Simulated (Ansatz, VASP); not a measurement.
# Two plane-wave programs on HfN

```
Hf N
1.0
     0.00000    2.22813    2.22813
     2.22813    0.00000    2.22813
     2.22813    2.22813    0.00000
Hf N
1 1
Direct
  0.00000 0.00000 0.00000
  0.50000 0.50000 0.50000
```

Alike in both runs: task single point; functional PBEsol; k mesh 16 × 16 × 16; occupations gaussian, width 0.1 eV; no spin polarisation.

```csv
,VASP,Ansatz
version,VASP 6.6.1,Ansatz 0.2.0
potentials or method,"VASP PAW PBE potentials, release 64 (Hf_pv, N), cutoff 520 eV","scalar-relativistic, plane waves, PAW"
valence electrons in the cell,15,31
```

Ansatz gave:

| Item | Value |
| --- | --- |
| gap on the k mesh at the Fermi level (eV) | none |
| pressure (GPa) | 9.2 |

Question: Estimate VASP's values.

Answer: gap on the k mesh at the Fermi level (eV): none; pressure (GPa): 7.0.

VASP's potentials were made for PBE, not for PBEsol. A gap of «none» marks a metal or a gap that the smearing closes. VASP's potentials hold 15 valence electrons a cell and Ansatz's 31, so a difference there can come from the potentials and not from the codes.

Spin-orbit coupling is off throughout.
